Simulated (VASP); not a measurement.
# CaSe (Fm-3m) in VASP: a series of runs

CaSe is run at these levels: PBEsol; tasks: vibrations by perturbation theory.

Everything below comes from runs of VASP 6.6.1. Logs are shortened: lines on timing, memory, paths and dates and some standing lists are left out, and cuts for length are marked.

## Step 1: The cell of the first run

Symmetry: Fm-3m, No. 225, cubic system. The conventional cell has a = 5.686 Å, b = 5.686 Å, c = 5.686 Å, α = 90.00°, β = 90.00°, γ = 90.00°. Ca (site symmetry m-3m) has 6 Se at 2.84 Å within 3.7 Å. Se (site symmetry m-3m) has 6 Ca at 2.84 Å within 3.7 Å.

## Step 2: Vibrations by perturbation theory, PBEsol

File INCAR:

```
SYSTEM = CaSe
  PREC = Accurate
  ENCUT = 520
  EDIFF = 1E-8
  ISMEAR = 0
  SIGMA = 0.01
  LREAL = .FALSE.
  LASPH = .TRUE.
  NELM = 80
  ALGO = Normal
  ISIF = 2
  LWAVE = .FALSE.
  LCHARG = .FALSE.
  GGA = PS
  NBANDS = 15
  IBRION = 8
  NSW = 1
  LEPSILON = .TRUE.
```

File KPOINTS:

```
Automatic mesh
0
G
  8 8 8
  0 0 0
```

File POSCAR:

```
CaSe
1.0
    0.0000000000      2.8429626666      2.8429626666
    2.8429626666      0.0000000000      2.8429626666
    2.8429626666      2.8429626666      0.0000000000
Ca Se
1 1
Direct
    0.0000000000      0.0000000000      0.0000000000
    0.5000000000      0.5000000000      0.5000000000
```

Potentials or basis: VASP PAW PBE potentials, release 64 (Ca_sv, Se).

Run with:

```sh
cat potpaw_PBE.64/Ca_sv/POTCAR potpaw_PBE.64/Se/POTCAR > POTCAR
mpirun -np 1 vasp_std > vasp.out
```

OUTCAR:

```text
SYSTEM = CaSe
   PREC = Accurate
   ENCUT = 520
   EDIFF = 1E-8
   ISMEAR = 0
   LREAL = .FALSE.
   LASPH = .TRUE.
   NELM = 80
   ISIF = 2
   GGA = PS
   IBRION = 8
   NSW = 1
   LEPSILON = .TRUE.

 ion  position               nearest neighbor table
   1  0.000  0.000  0.000-   2 2.84   2 2.84   2 2.84   2 2.84   2 2.84   2 2.84
   2  0.500  0.500  0.500-   1 2.84   1 2.84   1 2.84   1 2.84   1 2.84   1 2.84

  LATTYP: Found a face centered cubic cell.
 ALAT       =     5.6859253332

  Lattice vectors:

 A1 = (   0.0000000000,   2.8429626666,   2.8429626666)
 A2 = (   2.8429626666,   0.0000000000,   2.8429626666)
 A3 = (   2.8429626666,   2.8429626666,   0.0000000000)

Analysis of symmetry for initial positions (statically):
=====================================================================
 Subroutine PRICEL returns:
 Original cell was already a primitive cell.

 Routine SETGRP: Setting up the symmetry group for a
 face centered cubic supercell.

 Subroutine GETGRP returns: Found 48 space group operations
 (whereof 48 operations were pure point group operations)
 out of a pool of 48 trial point group operations.

The static configuration has the point symmetry O_h .

Analysis of symmetry for dynamics (positions and initial velocities):
=====================================================================
 Subroutine PRICEL returns:
 Original cell was already a primitive cell.

 Routine SETGRP: Setting up the symmetry group for a
 face centered cubic supercell.

 Subroutine GETGRP returns: Found 48 space group operations
 (whereof 48 operations were pure point group operations)
 out of a pool of 48 trial point group operations.

The dynamic configuration has the point symmetry O_h .

 Subroutine INISYM returns: Found 48 space group operations
 (whereof 48 operations are pure point group operations),
 and found     1 'primitive' translations

----------------------------------------------------------------------------------------

                                     Primitive cell

  volume of cell :      45.9561

  direct lattice vectors                    reciprocal lattice vectors
     0.000000000  2.842962667  2.842962667    -0.175872869  0.175872869  0.175872869
     2.842962667  0.000000000  2.842962667     0.175872869 -0.175872869  0.175872869
     2.842962667  2.842962667  0.000000000     0.175872869  0.175872869 -0.175872869

  length of vectors
     4.020556360  4.020556360  4.020556360     0.304620744  0.304620744  0.304620744

  position of ions in fractional coordinates (direct lattice)
     0.000000000  0.000000000  0.000000000
     0.500000000  0.500000000  0.500000000

  ion indices of the primitive-cell ions
   primitive index   ion index
                 1           1
                 2           2

----------------------------------------------------------------------------------------

 KPOINTS: Automatic mesh

Automatic generation of k-mesh.
 Grid dimensions read from file:
[... 584 lines left out ...]
 ------------------------------------------------------

 Free energy of the ion-electron system (eV)
  ---------------------------------------------------
  ---------------------------------------------------
  free energy    TOTEN  =        -0.72578533 eV

  energy without entropy =       -0.72578533

------------------------ aborting loop because EDIFF is reached ----------------------------------------

--------------------------------------- Ionic step        2  -------------------------------------------

------------------------ aborting loop because EDIFF is reached ----------------------------------------

--------------------------------------- Ionic step        3  -------------------------------------------

------------------------ aborting loop because EDIFF is reached ----------------------------------------

 PIEZOELECTRIC TENSOR FIELD DIRECTION 3  (e Angst)
 -----------------------------------------------------------------------------
     0.00024  0.00000  0.00000           (  0.00001  0.00000  0.00000)
     0.00000  0.00024  0.00000           (  0.00000  0.00001  0.00000)
     0.00000 -0.00000 -0.00302           (  0.00000  0.00000  0.00003)

 PIEZOELECTRIC TENSOR FIELD DIRECTION 3  (C/m^2)
 -----------------------------------------------------------------------------
     0.00008  0.00000  0.00000
     0.00000  0.00008  0.00000
     0.00000 -0.00000 -0.00105

--------------------------------------- Ionic step        4  -------------------------------------------

------------------------ aborting loop because EDIFF is reached ----------------------------------------

[... ionic steps 5 to 6 ...]

--------------------------------------- Ionic step        7  -------------------------------------------

 Free energy of the ion-electron system (eV)
  ---------------------------------------------------
  ---------------------------------------------------
  free energy    TOTEN  =        -0.08590219 eV

  energy without entropy =       -0.08590219

------------------------ aborting loop because EDIFF is reached ----------------------------------------

 INTERNAL STRAIN TENSOR  FOR ION    2  DIRECTION 1   (eV/Angst):
 -----------------------------------------------------------------------------
    -0.00501 -0.00000 -0.00000
     0.00000  0.00237  0.00000
     0.00000  0.00000  0.00237

 MACROSCOPIC STATIC DIELECTRIC TENSOR (including local field effects in DFT)
 ------------------------------------------------------
           6.234318    -0.000000     0.000000
          -0.000000     6.234318     0.000000
           0.000000    -0.000000     6.234318
 ------------------------------------------------------

 PIEZOELECTRIC TENSOR (including local field effects)  for field in x, y, z        (e  Angst)
          XX          YY          ZZ          XY          YZ          ZX
  --------------------------------------------------------------------------------
  x     0.00000     0.00000     0.00000     0.00000     0.00000     0.00000
  y     0.00000     0.00000     0.00000     0.00000     0.00000     0.00000
  z     0.00000     0.00000     0.00000     0.00000     0.00000     0.00000

 PIEZOELECTRIC TENSOR (including local field effects)  for field in x, y, z        (C/m^2)
          XX          YY          ZZ          XY          YZ          ZX
  --------------------------------------------------------------------------------
  x     0.00000     0.00000     0.00000     0.00000     0.00000     0.00000
  y     0.00000     0.00000     0.00000     0.00000     0.00000     0.00000
  z     0.00000     0.00000     0.00000     0.00000     0.00000     0.00000

 BORN EFFECTIVE CHARGES (including local field effects) (in |e|, cummulative output)
 ---------------------------------------------------------------------------------
 ion    1
    1     2.33303     0.00000     0.00000
    2     0.00000     2.33303     0.00000
    3     0.00000     0.00000     2.33303
 ion    2
    1    -2.33303     0.00000     0.00000
    2     0.00000    -2.33303     0.00000
    3     0.00000     0.00000    -2.33303

 INTERNAL STRAIN TENSOR FOR ION    2 for displacements in x,y,z  (eV/Angst):
          X           Y           Z          XY          YZ          ZX
  --------------------------------------------------------------------------------
  x     0.00000     0.00000     0.00000     0.00000     0.00000     0.00000
  y     0.00000     0.00000     0.00000     0.00000     0.00000     0.00000
  z     0.00000     0.00000     0.00000     0.00000     0.00000     0.00000

 SECOND DERIVATIVES (NOT SYMMETRIZED)
 ------------------------------------
               1X          1Y          1Z          2X          2Y          2Z
  1X    -4.776413    0.000000    0.000000    4.776413    0.000000    0.000000
  1Y     0.000000   -4.776413    0.000000    0.000000    4.776413    0.000000
  1Z     0.000000    0.000000   -4.776413    0.000000    0.000000    4.776413
  2X     4.772346    0.000000    0.000000   -4.772346    0.000000    0.000000
  2Y     0.000000    4.772346    0.000000    0.000000   -4.772346    0.000000
  2Z     0.000000    0.000000    4.772346    0.000000    0.000000   -4.772346

 Eigenvectors and eigenvalues of the dynamical matrix
 ----------------------------------------------------

   1 f  =    6.625606 THz    41.629913 2PiTHz  221.006440 cm-1    27.401294 meV
             X         Y         Z           dx          dy          dz
      0.000000  0.000000  0.000000     0.814560    0.000000    0.000000
      2.842963  2.842963  2.842963    -0.580079    0.000000    0.000000
[... 21 lines left out ...]
   6 f/i=    0.001334 THz     0.008379 2PiTHz    0.044482 cm-1     0.005515 meV
             X         Y         Z           dx          dy          dz
      0.000000  0.000000  0.000000    -0.327038   -0.391629   -0.275981
      2.842963  2.842963  2.842963    -0.459234   -0.549933   -0.387538

--------------------------------------------------------------------------------------------------------

 MACROSCOPIC STATIC DIELECTRIC TENSOR IONIC CONTRIBUTION
 ------------------------------------------------------
           4.488963     0.000000     0.000000
           0.000000     4.488963     0.000000
           0.000000     0.000000     4.488963
 ------------------------------------------------------

 ELASTIC MODULI CONTR FROM IONIC RELAXATION (kBar)
 Direction    XX          YY          ZZ          XY          YZ          ZX
 --------------------------------------------------------------------------------
 XX           0.0000      0.0000      0.0000      0.0000      0.0000      0.0000
 YY           0.0000      0.0000      0.0000      0.0000      0.0000      0.0000
 ZZ           0.0000      0.0000      0.0000      0.0000      0.0000      0.0000
 XY           0.0000      0.0000      0.0000      0.0000      0.0000      0.0000
 YZ           0.0000      0.0000      0.0000      0.0000      0.0000      0.0000
 ZX           0.0000      0.0000      0.0000      0.0000      0.0000      0.0000
 --------------------------------------------------------------------------------

 PIEZOELECTRIC TENSOR IONIC CONTR  for field in x, y, z        (C/m^2)
          XX          YY          ZZ          XY          YZ          ZX
  --------------------------------------------------------------------------------
  x     0.00000     0.00000     0.00000     0.00000     0.00000     0.00000
  y     0.00000     0.00000     0.00000     0.00000     0.00000     0.00000
  z     0.00000     0.00000     0.00000     0.00000     0.00000     0.00000
```

It took 15 min on 1 thread of AMD EPYC 7R43 (Zen 3), shared host; peak memory 0.23 GiB.

Results:

- Electronic dielectric tensor (diagonal): 6.23
- Born charges (mean of the diagonal): Ca +2.33; Se -2.33 e
- Highest phonon frequency at Γ, LO-TO splitting left out: 221 cm⁻¹

Phonon frequencies in cm⁻¹ (negative: imaginary):
```
              q point        frequencies
(0.000, 0.000, 0.000)  0 0 0 221 221 221
```

Electronic dielectric tensor:
```
6.23 0.00 0.00
0.00 6.23 0.00
0.00 0.00 6.23
```

Born effective charge tensors (e):
atom 1, Ca
```
2.33 0.00 0.00
0.00 2.33 0.00
0.00 0.00 2.33
```
atom 2, Se
```
-2.33  0.00  0.00
 0.00 -2.33  0.00
 0.00  0.00 -2.33
```

Caveat: the cell wasn't relaxed at this level first, which shifts response properties; the PAW data sets were made with another functional, which shifts forces and pressure a little.

## Step 3: Vibrations by perturbation theory, PBEsol

This run uses another cell than the first one, of 24.81 Å³/atom, 1.080 times its volume.

File INCAR:

```
SYSTEM = CaSe
PREC = Accurate ; ENCUT = 520
EDIFF = 1E-8 ; ISMEAR = 0
SIGMA = 0.01 ; LREAL = .False.
LASPH = .True. ; NELM = 100
ALGO = Normal ; ISIF = 2
LWAVE = .False. ; LCHARG = .True.
GGA = PS ; NBANDS = 15
IBRION = 8 ; NSW = 1
LEPSILON = .True.
```

File KPOINTS:

```
regular mesh
0
Gamma
  8 8 8
  0 0 0
```

File POSCAR:

```
CaSe
1.0
    0.0000000000      2.9164060736      2.9164060736
    2.9164060736      0.0000000000      2.9164060736
    2.9164060736      2.9164060736      0.0000000000
Ca Se
1 1
Direct
    0.0000000000      0.0000000000      0.0000000000
    0.5000000000      0.5000000000      0.5000000000
```

Potentials or basis: VASP PAW PBE potentials, release 64 (Ca_sv, Se).

Run with:

```sh
cat potpaw_PBE.64/Ca_sv/POTCAR potpaw_PBE.64/Se/POTCAR > POTCAR
mpirun -np 1 vasp_std > vasp.out
```

OUTCAR:

```text
SYSTEM = CaSe
   PREC = Accurate
   ENCUT = 520
   EDIFF = 1E-8
   ISMEAR = 0
   LREAL = .False.
   LASPH = .True.
   NELM = 100
   ISIF = 2
   GGA = PS
   IBRION = 8
   NSW = 1
   LEPSILON = .True.

 ion  position               nearest neighbor table
   1  0.000  0.000  0.000-   2 2.92   2 2.92   2 2.92   2 2.92   2 2.92   2 2.92
   2  0.500  0.500  0.500-   1 2.92   1 2.92   1 2.92   1 2.92   1 2.92   1 2.92

[... 762 lines left out ...]
      2.916406  2.916406  2.916406     0.000000   -0.579967    0.000000
[... 21 lines left out ...]
   6 f/i=    0.001938 THz     0.012174 2PiTHz    0.064629 cm-1     0.008013 meV
             X         Y         Z           dx          dy          dz
      0.000000  0.000000  0.000000     0.000000    0.000000   -0.579967
      2.916406  2.916406  2.916406     0.000000    0.000000   -0.814640

--------------------------------------------------------------------------------------------------------

 MACROSCOPIC STATIC DIELECTRIC TENSOR IONIC CONTRIBUTION
 ------------------------------------------------------
           5.677995    -0.000000     0.000000
          -0.000000     5.677995     0.000000
           0.000000     0.000000     5.677995
 ------------------------------------------------------

 ELASTIC MODULI CONTR FROM IONIC RELAXATION (kBar)
 Direction    XX          YY          ZZ          XY          YZ          ZX
 --------------------------------------------------------------------------------
 XX           0.0000      0.0000      0.0000      0.0000      0.0000      0.0000
 YY           0.0000      0.0000      0.0000      0.0000      0.0000      0.0000
 ZZ           0.0000      0.0000      0.0000      0.0000      0.0000      0.0000
 XY           0.0000      0.0000      0.0000      0.0000      0.0000      0.0000
 YZ           0.0000      0.0000      0.0000      0.0000      0.0000      0.0000
 ZX           0.0000      0.0000      0.0000      0.0000      0.0000      0.0000
 --------------------------------------------------------------------------------

 PIEZOELECTRIC TENSOR IONIC CONTR  for field in x, y, z        (C/m^2)
          XX          YY          ZZ          XY          YZ          ZX
  --------------------------------------------------------------------------------
  x     0.00000     0.00000     0.00000     0.00000     0.00000     0.00000
  y     0.00000     0.00000     0.00000     0.00000     0.00000     0.00000
  z     0.00000     0.00000     0.00000     0.00000     0.00000     0.00000
```

stdout:

```text
POSCAR found type information on POSCAR CaSe
 POSCAR found :  2 types and       2 ions
 scaLAPACK will be used
 -----------------------------------------------------------------------------
|                                                                             |
|                                                                             |
|     You enforced a specific xc type in the INCAR file but a different       |
[... 39 lines left out ...]
 force on displaced ion       1 direction 1 :  -3.556   0.000   0.000
 Born effective charge ion    1 direction 1 :   2.349   0.000   0.000
 Linear response progress:
 first order change of Fermi-energy   0.43021E-03
 force on displaced ion       2 direction 1 :  -3.551   0.000   0.000
 Born effective charge ion    2 direction 1 :  -2.355   0.000   0.000
 Born effective charges drift removed
 Linear response finished
```

It took 18 min on 1 thread of AMD EPYC 7R43 (Zen 3), shared host; peak memory 0.24 GiB.

What came out:

```yaml
Electronic_dielectric_tensor_diagonal: 5.94
Born_charges_mean_of_the_diagonal: Ca +2.35; Se -2.35 e
Highest_phonon_frequency_at_Γ_LO-TO_splitting_left_out: 191 cm⁻¹
```

Phonon frequencies in cm⁻¹ (negative: imaginary):
| q point | frequencies |
| --- | --- |
| (0.000, 0.000, 0.000) | 0 0 0 191 191 191 |

Electronic dielectric tensor:
```
5.94 0.00 0.00
0.00 5.94 0.00
0.00 0.00 5.94
```

Born effective charge tensors (e):
atom 1, Ca
```
2.35 0.00 0.00
0.00 2.35 0.00
0.00 0.00 2.35
```
atom 2, Se
```
-2.35  0.00  0.00
 0.00 -2.35  0.00
 0.00  0.00 -2.35
```

Caveat: the cell wasn't relaxed at this level first, which shifts response properties; the PAW data sets were made with another functional, which shifts forces and pressure a little.
